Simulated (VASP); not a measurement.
# Ti4W (P-3m1) in VASP: notebook

Ti4W is run at these levels: PBE; tasks: single point, relaxation of cell and atoms.

Program: VASP 6.6.1. These are calculated values, not measurements. Logs are shortened: lines on timing, memory, paths and dates and some standing lists are left out, and cuts for length are marked.

**1. The cell of the first run**

It takes space group P-3m1 (No. 164, trigonal). The conventional cell has a = 2.881 Å, b = 2.881 Å, c = 9.265 Å, α = 90.00°, β = 90.00°, γ = 120.00°. Within 2.7 Å of Ti (site symmetry 3m) lie 3 W at 2.08 Å. Within 3.7 Å of Ti (site symmetry 3m) lie 12 Ti at 2.80 to 2.88 Å. W (site symmetry -3m) has 6 Ti at 2.08 Å within 2.7 Å.

**2. Single point, PBE**

Contents of INCAR:

```
SYSTEM = Ti4W
ALGO = Normal ; EDIFF = 1E-6
ENCUT = 520 ; GGA = PE
ISIF = 2 ; ISMEAR = 0
LASPH = .TRUE. ; LCHARG = .FALSE.
LREAL = .FALSE. ; LWAVE = .FALSE.
NBANDS = 39 ; NELM = 60
PREC = Accurate ; SIGMA = 0.1
```

Contents of KPOINTS:

```
k-points
0
G
  6 6 2
  0 0 0
```

Contents of POSCAR:

```
Ti4W
1.0
    2.8812952100      0.0000000000      0.0000000000
   -1.4406476000      2.4952748500      0.0000000000
    0.0000000000      0.0000000000      9.2647511000
Ti W
4 1
Direct
    0.3333333300      0.6666666700      0.8658552800
    0.3333333300      0.6666666700      0.3767953500
    0.6666666700      0.3333333300      0.1341447200
    0.6666666700      0.3333333300      0.6232046500
    0.0000000000      0.0000000000      0.0000000000
```

Potentials or basis: VASP PAW PBE potentials, release 64 (Ti_sv, W_sv).

On the command line:

```
$ cat potpaw_PBE.64/Ti_sv/POTCAR potpaw_PBE.64/W_sv/POTCAR > POTCAR
$ mpirun -np 1 vasp_std > vasp.out
```

OUTCAR:

```text
SYSTEM = Ti4W
   EDIFF = 1E-6
   ENCUT = 520
   GGA = PE
   ISIF = 2
   ISMEAR = 0
   LASPH = .TRUE.
   LREAL = .FALSE.
   NELM = 60
   PREC = Accurate

 ion  position               nearest neighbor table
   1  0.333  0.667  0.866-   5 2.08   5 2.08   5 2.08   4 2.80   4 2.80   4 2.80
   2  0.333  0.667  0.377-   3 2.80   3 2.80   3 2.80   4 2.82   4 2.82   4 2.82
   3  0.667  0.333  0.134-   5 2.08   5 2.08   5 2.08   2 2.80   2 2.80   2 2.80
   4  0.667  0.333  0.623-   1 2.80   1 2.80   1 2.80   2 2.82   2 2.82   2 2.82
   5  0.000  0.000  0.000-   1 2.08   3 2.08   1 2.08   3 2.08   3 2.08   1 2.08

  LATTYP: Found a hexagonal cell.
 ALAT       =     2.8812952100
 C/A-ratio  =     3.2154813807

  Lattice vectors:

 A1 = (   2.8812952100,   0.0000000000,   0.0000000000)
 A2 = (  -1.4406476000,   2.4952748500,   0.0000000000)
 A3 = (   0.0000000000,   0.0000000000,   9.2647511000)

Analysis of symmetry for initial positions (statically):
=====================================================================
 Subroutine PRICEL returns:
 Original cell was already a primitive cell.

 Routine SETGRP: Setting up the symmetry group for a
 hexagonal supercell.

 Subroutine GETGRP returns: Found 12 space group operations
 (whereof 12 operations were pure point group operations)
 out of a pool of 24 trial point group operations.

The static configuration has the point symmetry D_3d.

Analysis of symmetry for dynamics (positions and initial velocities):
=====================================================================
 Subroutine PRICEL returns:
 Original cell was already a primitive cell.

 Routine SETGRP: Setting up the symmetry group for a
 hexagonal supercell.

 Subroutine GETGRP returns: Found 12 space group operations
 (whereof 12 operations were pure point group operations)
 out of a pool of 24 trial point group operations.

The dynamic configuration has the point symmetry D_3d.

 Subroutine INISYM returns: Found 12 space group operations
 (whereof 12 operations are pure point group operations),
 and found     1 'primitive' translations

----------------------------------------------------------------------------------------

                                     Primitive cell

  volume of cell :      66.6101

  direct lattice vectors                    reciprocal lattice vectors
     2.881295210  0.000000000  0.000000000     0.347066138  0.200378727  0.000000000
    -1.440647600  2.495274850  0.000000000     0.000000000  0.400757456  0.000000000
     0.000000000  0.000000000  9.264751100     0.000000000  0.000000000  0.107935981

  length of vectors
     2.881295210  2.881295210  9.264751100     0.400757456  0.400757456  0.107935981

  position of ions in fractional coordinates (direct lattice)
     0.333333330  0.666666670  0.865855280
     0.333333330  0.666666670  0.376795350
     0.666666670  0.333333330  0.134144720
     0.666666670  0.333333330  0.623204650
     0.000000000  0.000000000  0.000000000

  ion indices of the primitive-cell ions
   primitive index   ion index
                 1           1
                 2           2
                 3           3
                 4           4
                 5           5

----------------------------------------------------------------------------------------

 KPOINTS: k-points

Automatic generation of k-mesh.
 Grid dimensions read from file:
 generate k-points for:    6    6    2

 Generating k-lattice:

  Cartesian coordinates                     Fractional coordinates (reciprocal lattice)
     0.057844356  0.033396455  0.000000000     0.166666667 -0.000000000  0.000000000
     0.000000000  0.066792909  0.000000000     0.000000000  0.166666667  0.000000000
     0.000000000  0.000000000  0.053967991     0.000000000  0.000000000  0.500000000

  Length of vectors
     0.066792909  0.066792909  0.053967991

  Shift w.r.t. Gamma in fractional coordinates (k-lattice)
     0.000000000  0.000000000  0.000000000

 Subroutine IBZKPT returns following result:
 ===========================================

 Found     14 irreducible k-points:

 Following reciprocal coordinates:
            Coordinates               Weight
  0.000000  0.000000  0.000000      1.000000
  0.166667  0.000000  0.000000      6.000000
  0.333333 -0.000000  0.000000      6.000000
  0.500000 -0.000000  0.000000      3.000000
  0.166667  0.166667  0.000000      6.000000
  0.333333  0.166667  0.000000     12.000000
  0.333333  0.333333  0.000000      2.000000
  0.000000  0.000000  0.500000      1.000000
  0.166667  0.000000  0.500000      6.000000
  0.333333 -0.000000  0.500000      6.000000
  0.500000 -0.000000  0.500000      3.000000
  0.166667  0.166667  0.500000      6.000000
  0.333333  0.166667  0.500000     12.000000
  0.333333  0.333333  0.500000      2.000000
   k-points           NKPTS =     14   k-points in BZ     NKDIM =     14   number of bands    NBANDS=     39
   number of dos      NEDOS =    301   number of ions     NIONS =      5
   total plane-waves  NPLWV =  40320
   dimension x,y,z NGX =    24 NGY =   24 NGZ =   70
   dimension x,y,z NGXF=    48 NGYF=   48 NGZF=  140
   ions per type =               4   1
   NGX,Y,Z   is equivalent  to a cutoff of  13.85, 13.85, 12.56 a.u.
   NGXF,Y,Z  is equivalent  to a cutoff of  27.70, 27.70, 25.12 a.u.
 SYSTEM =  Ti4W
   PREC   = accura    normal or accurate (medium, high low for compatibility)
   ISTART =      0    job   : 0-new  1-cont  2-samecut
   ICHARG =      2    charge: 1-file 2-atom 10-const
   ISPIN  =      1    spin polarized calculation?
   LNONCOLLINEAR =      F non collinear calculations
   LSORBIT =      F    spin-orbit coupling
   LASPH  =      T    aspherical Exc in radial PAW
   ENCUT  =  520.0 eV  38.22 Ry    6.18 a.u.   5.36  5.36 17.23*2*pi/ulx,y,z
   NELM   =     60;   NELMIN=  2; NELMDL= -5     # of ELM steps
   EDIFF  = 0.1E-05   stopping-criterion for ELM
   LREAL  =      F    real-space projection
   EDIFFG = 0.1E-04   stopping-criterion for IOM
   NSW    =      0    number of steps for IOM
   IBRION =     -1    ionic relax: 0-MD 1-quasi-New 2-CG
   NFREE  =      0    steps in history (QN), initial steepest desc. (CG)
   ISIF   =      2    stress and relaxation
   ISYM   =      2    0-nonsym 1-usesym 2-fastsym
   POTIM  = 0.5000    time-step for ionic-motion
   TEBEG  =    0.0;   TEEND  =   0.0 temperature during run
   PSTRESS=    0.0 pullay stress
   NELECT =      62.0000    total number of electrons
   NUPDOWN=      -1.0000    fix difference up-down
   EMIN   =  10.00;   EMAX   =-10.00  energy-range for DOS
   EFERMI =   0.00;   METHOD = LEGACY
   ISMEAR =     0;   SIGMA  =   0.10  broadening in eV -4-tet -1-fermi 0-gaus
   EFERMI_NEDOS =   21; number of points for ismear=-14 and -15
   IALGO  =     38    algorithm
   IMIX   =      4    mixing-type and parameters
     AMIX     =   0.40;   BMIX     =  1.00
     AMIX_MAG =   1.60;   BMIX_MAG =  1.00
  volume/ion in A,a.u.               =      13.32        89.90
  Fermi-wavevector in a.u.,A,eV,Ry     =   1.598424  3.020584 34.762348  2.554960
  Thomas-Fermi vector in A             =   2.695876
   LORBIT       =      0    0 simple, 1 ext, 2 COOP (PROOUT), +10 PAW based schemes
   GGA     = PE    functional components
   LHFCALC =     F    Hartree Fock is set to
   AEXX    =    0.0000 exact exchange contribution
   IVDW    =     0    specifies the selected vdW correction
   LEPSILON=     F    determine dielectric tensor
   LRPA    =     F    only Hartree local field effects (RPA)
 non-spin polarized calculation
 Gauss-broadening in eV      SIGMA  =   0.10
  energy-cutoff  :      520.00
  volume of cell :       66.61
 maximum number of plane-waves:      1834
 NGX is ok and might be reduce to    24
   NGX = 11   NGY = 11   NGZ = 35

 number of electron      61.9999996 magnetization

 Free energy of the ion-electron system (eV)
  ---------------------------------------------------
  ext. energy  EPLUGINS =         0.00000000
  ---------------------------------------------------
  free energy    TOTEN  =       -30.68809385 eV

  energy without entropy =      -30.66184818  energy(sigma->0) =      -30.67497102

 E-fermi :  11.6004     XC(G=0): -12.9518

 val. band max:       11.5669264917   @ k =   0.3333  -0.0000   0.5000
 cond. band min:      11.6297724454   @ k =   0.3333  -0.0000   0.0000
 fundamental gap:      0.0628459536
 Fermi energy:        11.6004088890

 k-point     1 :       0.0000    0.0000    0.0000
  band No.  band energies     occupation
      1     -61.5044      2.00000
      2     -45.0752      2.00000
      3     -44.9917      2.00000
      4     -44.4400      2.00000
      5     -44.2420      2.00000
      6     -26.3447      2.00000
[... 31 lines left out ...]
     38      12.8009      0.00000
     39      13.9374      0.00000

 k-point     2 :       0.1667    0.0000    0.0000
  band No.  band energies     occupation
      1     -61.4729      2.00000
      2     -45.0473      2.00000
      3     -44.9732      2.00000
      4     -44.4016      2.00000
      5     -44.2689      2.00000
      6     -26.6764      2.00000
[... 31 lines left out ...]
     38      13.3056      0.00000
     39      13.7013      0.00000

 k-point     3 :       0.3333   -0.0000    0.0000
  band No.  band energies     occupation
      1     -61.4092      2.00000
      2     -44.9878      2.00000
      3     -44.9391      2.00000
      4     -44.3584      2.00000
      5     -44.2892      2.00000
      6     -27.2958      2.00000
[... 31 lines left out ...]
     38      14.3686      0.00000
     39      14.4248      0.00000

 k-point     4 :       0.5000   -0.0000    0.0000
  band No.  band energies     occupation
      1     -61.3771      2.00000
      2     -44.9537      2.00000
      3     -44.9261      2.00000
      4     -44.3785      2.00000
      5     -44.2578      2.00000
      6     -27.5761      2.00000
[... 31 lines left out ...]
     38      14.1662      0.00000
     39      14.8096      0.00000

 k-point     5 :       0.1667    0.1667    0.0000
  band No.  band energies     occupation
      1     -61.4252      2.00000
      2     -45.0034      2.00000
      3     -44.9471      2.00000
      4     -44.3466      2.00000
      5     -44.3066      2.00000
      6     -27.0089      2.00000
[... 31 lines left out ...]
     38      13.9034      0.00000
     39      14.2986      0.00000

 k-point     6 :       0.3333    0.1667    0.0000
  band No.  band energies     occupation
      1     -61.3771      2.00000
      2     -44.9539      2.00000
      3     -44.9259      2.00000
      4     -44.3504      2.00000
      5     -44.2856      2.00000
      6     -27.4135      2.00000
[... 31 lines left out ...]
     38      14.3364      0.00000
     39      14.5481      0.00000

 k-point     7 :       0.3333    0.3333    0.0000
  band No.  band energies     occupation
      1     -61.3610      2.00000
      2     -44.9281      2.00000
      3     -44.9281      2.00000
      4     -44.3150      2.00000
      5     -44.3150      2.00000
      6     -27.2520      2.00000
[... 31 lines left out ...]
     38      14.5273      0.00000
     39      14.5273      0.00000

 k-point     8 :       0.0000    0.0000    0.5000
  band No.  band energies     occupation
      1     -61.5045      2.00000
      2     -45.0760      2.00000
      3     -44.9907      2.00000
      4     -44.4406      2.00000
      5     -44.2417      2.00000
      6     -26.3448      2.00000
[... 31 lines left out ...]
     38      12.9016      0.00000
     39      13.7039      0.00000

 k-point     9 :       0.1667    0.0000    0.5000
  band No.  band energies     occupation
      1     -61.4729      2.00000
      2     -45.0477      2.00000
      3     -44.9727      2.00000
      4     -44.4020      2.00000
      5     -44.2686      2.00000
      6     -26.6764      2.00000
[... 31 lines left out ...]
     38      13.3371      0.00000
     39      13.4491      0.00000

 k-point    10 :       0.3333   -0.0000    0.5000
  band No.  band energies     occupation
      1     -61.4092      2.00000
      2     -44.9878      2.00000
      3     -44.9391      2.00000
      4     -44.3584      2.00000
      5     -44.2892      2.00000
      6     -27.2958      2.00000
[... 31 lines left out ...]
     38      14.3087      0.00000
     39      14.3269      0.00000

 k-point    11 :       0.5000   -0.0000    0.5000
  band No.  band energies     occupation
      1     -61.3771      2.00000
      2     -44.9536      2.00000
      3     -44.9262      2.00000
      4     -44.3785      2.00000
      5     -44.2579      2.00000
      6     -27.5761      2.00000
[... 31 lines left out ...]
     38      14.6607      0.00000
     39      15.2772      0.00000

 k-point    12 :       0.1667    0.1667    0.5000
  band No.  band energies     occupation
      1     -61.4252      2.00000
      2     -45.0035      2.00000
      3     -44.9470      2.00000
      4     -44.3468      2.00000
      5     -44.3065      2.00000
      6     -27.0089      2.00000
[... 31 lines left out ...]
     38      13.7912      0.00000
     39      14.0417      0.00000

 k-point    13 :       0.3333    0.1667    0.5000
  band No.  band energies     occupation
      1     -61.3771      2.00000
      2     -44.9539      2.00000
      3     -44.9260      2.00000
      4     -44.3504      2.00000
      5     -44.2856      2.00000
      6     -27.4135      2.00000
[... 31 lines left out ...]
     38      14.5292      0.00000
     39      14.6569      0.00000

 k-point    14 :       0.3333    0.3333    0.5000
  band No.  band energies     occupation
      1     -61.3610      2.00000
      2     -44.9281      2.00000
      3     -44.9281      2.00000
      4     -44.3150      2.00000
      5     -44.3150      2.00000
      6     -27.2520      2.00000
[... 31 lines left out ...]
     38      14.5369      0.00000
     39      14.5369      0.00000

------------------------ aborting loop because EDIFF is reached ----------------------------------------

  FORCE on cell =-STRESS in cart. coord.  units (eV):
  Direction    XX          YY          ZZ          XY          YZ          ZX
  --------------------------------------------------------------------------------------
  -------------------------------------------------------------------------------------
  Total       43.3693022     43.3693023     50.1440873      0.0000001      0.0000000      0.0000000
  in kB     1043.1652557   1043.1652576   1206.1196975      0.0000021      0.0000000      0.0000000
  external PRESSURE =    1097.4834036 kB  Pullay stress =       0.0000000 kB

 VOLUME and BASIS-vectors are now :
 -----------------------------------------------------------------------------
  energy-cutoff  :      520.00
  volume of cell :       66.61
      direct lattice vectors                 reciprocal lattice vectors
     2.881295210  0.000000000  0.000000000     0.347066138  0.200378727  0.000000000
    -1.440647600  2.495274850  0.000000000     0.000000000  0.400757456  0.000000000
     0.000000000  0.000000000  9.264751100     0.000000000  0.000000000  0.107935981

 POSITION                                       TOTAL-FORCE (eV/Angst)
 -----------------------------------------------------------------------------------
     -0.00000      1.66352      8.02193         0.000000     -0.000000    -17.995418
     -0.00000      1.66352      3.49092        -0.000000      0.000000      0.570363
      1.44065      0.83176      1.24282         0.000000      0.000000     17.995418
      1.44065      0.83176      5.77384         0.000000     -0.000000     -0.570363
      0.00000      0.00000      0.00000         0.000000      0.000000      0.000000
 -----------------------------------------------------------------------------------
    total drift:                               -0.000000     -0.000000     -0.000000

  FREE ENERGIE OF THE ION-ELECTRON SYSTEM (eV)
  ---------------------------------------------------
  free  energy   TOTEN  =       -30.6880938476 eV

  energy  without entropy=      -30.6618481836  energy(sigma->0) =      -30.67497102
```

Run time: 38 s. Hardware: 1 thread of Intel Xeon Platinum 8488C (Sapphire Rapids), shared host; peak memory 0.2 GiB.

Results:

```yaml
Free_energy: -30.6881 eV
Pressure: 109.7 GPa
Largest_force: 17.995 eV/Å
Band_gap_on_the_k_mesh: zero (band 31 reaches 12.32 eV, above the bottom of band 32 at 11.08 eV)
```

Forces on the atoms (eV/Å):
```
Ti    0.000   0.000 -17.995
Ti    0.000   0.000   0.570
Ti    0.000   0.000  17.995
Ti    0.000   0.000  -0.570
W     0.000   0.000   0.000
```

Stress tensor (GPa, compression positive):
```
104.32   0.00   0.00
  0.00 104.32   0.00
  0.00   0.00 120.61
```

Levels at points of the mesh, in eV from the Fermi level:
```
           k point  band 28  band 29  band 30  band 31  band 32  band 33  band 34  band 35
(0.00, 0.00, 0.00)    -3.54    -2.88     0.09     0.54     0.74     0.74     1.02     1.02
(0.50, 0.00, 0.00)    -1.09    -0.99    -0.73     0.72     0.74     1.25     1.39     1.40
(0.00, 0.00, 0.50)    -3.20    -3.13     0.27     0.58     0.68     0.73     0.73     0.87
(0.50, 0.00, 0.50)    -1.07    -1.02    -0.82     0.64     0.83     1.13     1.21     1.31
```

Caveat: the k points lie up to 0.42 Å⁻¹ apart; spin-orbit coupling is left out, which moves the levels of the heavy elements; forces of over 1 eV/Å act on the atoms, so gaps and moduli don't describe the material at rest.

**3. Single point, PBE**

This run uses another cell than the first one, of 17.04 Å³/atom, 1.279 times its volume.

Contents of INCAR:

```
  PREC = Accurate
  ENCUT = 520
  EDIFF = 1E-6
  ISMEAR = 0
  SIGMA = 0.1
  LREAL = F
  LASPH = T
  NELM = 60
  ALGO = Normal
  ISIF = 2
  LWAVE = F
  LCHARG = T
  GGA = PE
  LELF = T
  LVHAR = T
  NBANDS = 39
```

Contents of KPOINTS:

```
Automatic mesh
0
Gamma
  6 6 2
```

Contents of POSCAR:

```
Ti4W
1.0
    2.8799927039     -0.0000000029      0.0000000000
   -1.4399963495      2.4941468457      0.0000000000
    0.0000000000      0.0000000000     11.8594427456
Ti W
4 1
Direct
    0.3333333333      0.6666666667      0.7996773154
    0.3333333333      0.6666666667      0.3960802672
    0.6666666667      0.3333333333      0.2003226846
    0.6666666667      0.3333333333      0.6039197328
    0.0000000000      0.0000000000      0.0000000000
```

Potentials or basis: VASP PAW PBE potentials, release 64 (Ti_sv, W_sv).

On the command line:

```
$ cat potpaw_PBE.64/Ti_sv/POTCAR potpaw_PBE.64/W_sv/POTCAR > POTCAR
$ mpirun -np 1 vasp_std > vasp.out
```

Run time: 60 s. Hardware: 1 thread of Intel Xeon Platinum 8488C (Sapphire Rapids), shared host; peak memory 0.23 GiB.

The run converged. Its results:

| Item | Value |
| --- | --- |
| Free energy | -43.6964 eV |
| Pressure | -0.1 GPa |
| Largest force | 0.023 eV/Å |
| Band gap on the k mesh | zero (band 31 reaches 9.23 eV, above the bottom of band 32 at 8.37 eV) |

Forces on the atoms (eV/Å):
```
Ti   0.000  0.000 -0.003
Ti   0.000  0.000 -0.023
Ti   0.000  0.000  0.003
Ti   0.000  0.000  0.023
W    0.000  0.000  0.000
```

Levels at points of the mesh, in eV from the Fermi level:
```tsv
k point	band 28	band 29	band 30	band 31	band 32	band 33
(0.00, 0.00, 0.00)	-0.17	-0.06	0.08	0.34	0.70	0.70
(0.50, 0.00, 0.00)	-1.22	-0.55	-0.27	0.00	0.46	0.68
(0.00, 0.00, 0.50)	-0.17	-0.17	0.39	0.47	0.68	0.74
(0.50, 0.00, 0.50)	-0.92	-0.92	-0.27	0.29	0.39	0.51
```

Caveat: the k points lie up to 0.42 Å⁻¹ apart; spin-orbit coupling is left out, which moves the levels of the heavy elements.

[end of part 1 of 2]
